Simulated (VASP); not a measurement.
Here is a VASP 6.6.1 calculation.

INCAR

```
SYSTEM = Ag
  ALGO = Normal
  EDIFF = 1E-6
  ENCUT = 520
  ISIF = 2
  ISMEAR = 1
  LASPH = .True.
  LCHARG = .False.
  LREAL = .False.
  LWAVE = .False.
  NBANDS = 12
  NELM = 60
  PREC = Accurate
  SIGMA = 0.01
```

KPOINTS

```
k-points
0
Gamma
  6 6 6
  0 0 0
```

The input POSCAR:

```
Ag
1.0
   -1.6556540000      1.6556540000      1.6556540000
    1.6556540000     -1.6556540000      1.6556540000
    1.6556540000      1.6556540000     -1.6556540000
Ag
1
Direct
    0.0000000000      0.0000000000      0.0000000000
```

Potentials or basis: VASP PAW LDA potentials, release 64 (Ag).

Command:

```console
$ cat potpaw_LDA.64/Ag/POTCAR > POTCAR
$ mpirun -np 1 vasp_std > vasp.out
```

What does it give for the pressure?

-11.4 GPa.

Caveat: the k points lie up to 0.45 Å⁻¹ apart.
